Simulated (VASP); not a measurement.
Here is a VASP 6.6.1 calculation.

The input INCAR:

```
SYSTEM = Sb
  ALGO = Normal
  EDIFF = 1E-6
  ENCUT = 500
  GGA = PE
  GGA_COMPAT = .FALSE.
  ISIF = 2
  ISMEAR = 0
  LASPH = .TRUE.
  LCHARG = .FALSE.
  LREAL = .FALSE.
  LWAVE = .FALSE.
  NBANDS = 8
  NELM = 120
  PREC = Accurate
  SIGMA = 0.020999999999999998
```

KPOINTS

```
k-points
0
G
  10 10 10
  0 0 0
```

POSCAR

```
Sb
1.0
   -1.8713408863      1.8713408863      1.8713408863
    1.8713408863     -1.8713408863      1.8713408863
    1.8713408863      1.8713408863     -1.8713408863
Sb
1
Direct
    0.0000000000      0.0000000000      0.0000000000
```

Potentials or basis: VASP PAW PBE potentials, release 64 (Sb).

The run is started by

```bash
$ cat potpaw_PBE.64/Sb/POTCAR > POTCAR
$ mpirun -np 1 vasp_std > vasp.out
```

Estimate the pressure.

3.0 GPa.
